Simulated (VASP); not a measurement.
Here is a VASP 6.6.1 calculation.

File INCAR:

```
SYSTEM = SiC
PREC     = Accurate       ! precision mode
ENCUT    = 600            ! plane-wave cutoff, eV
EDIFF    = 1E-6           ! SCF threshold, eV
ISMEAR   = 0              ! smearing method
SIGMA    = 0.02           ! smearing width, eV
LREAL    = .False.        ! projectors in reciprocal space
LASPH    = .True.         ! aspherical terms in the spheres
NELM     = 100            ! most SCF steps
ALGO     = Normal         ! electronic algorithm
ISIF     = 3              ! what is computed and relaxed
LWAVE    = .False.        ! write WAVECAR
LCHARG   = .False.        ! write CHGCAR
GGA      = PE             ! functional
IBRION   = 2              ! ionic algorithm
NSW      = 100            ! ionic steps
EDIFFG   = -0.005         ! ionic threshold
```

Contents of KPOINTS:

```
regular mesh
0
Gamma
  12 12 4
  0 0 0
```

File POSCAR:

```
SiC
1.0
    3.0756941497      0.0000000000      0.0000000000
   -1.5378470748      2.6636292679      0.0000000000
    0.0000000000      0.0000000000     10.0706464800
Si C
4 4
Direct
    0.6666666700      0.3333333300      0.9378419800
    0.3333333300      0.6666666700      0.4378419800
    0.0000000000      0.0000000000      0.6878943800
    0.0000000000      0.0000000000      0.1878943800
    0.6666666700      0.3333333300      0.7498025900
    0.3333333300      0.6666666700      0.2498025900
    0.0000000000      0.0000000000      0.5004600500
    0.0000000000      0.0000000000      0.0004600500
```

Potentials or basis: VASP PAW PBE potentials, release 64 (Si, C).

Command:

```console
$ cat potpaw_PBE.64/Si/POTCAR potpaw_PBE.64/C/POTCAR > POTCAR
$ mpirun -np 1 vasp_std > vasp.out
```

Estimate the space group after relaxing (to 0.05 Å).

P6_3mc (No. 186).

What does it give for the band gap on the k mesh?

2.22 eV, indirect (least direct gap 3.34 eV).

Predict the relaxed cell.

a = 3.093 Å, b = 3.093 Å, c = 10.126 Å, α = 90.00°, β = 90.00°, γ = 120.00°.

Final structure:
```
CELL_PARAMETERS angstrom
3.09310 0.00000 0.00000
-1.54655 2.67870 0.00000
0.00000 0.00000 10.12609
ATOMIC_POSITIONS crystal
Si 0.66667 0.33333 0.93785
Si 0.33333 0.66667 0.43785
Si 0.00000 0.00000 0.68790
Si 0.00000 0.00000 0.18790
C 0.66667 0.33333 0.74981
C 0.33333 0.66667 0.24981
C 0.00000 0.00000 0.50045
C 0.00000 0.00000 0.00045
```

A k mesh can miss the band edges.
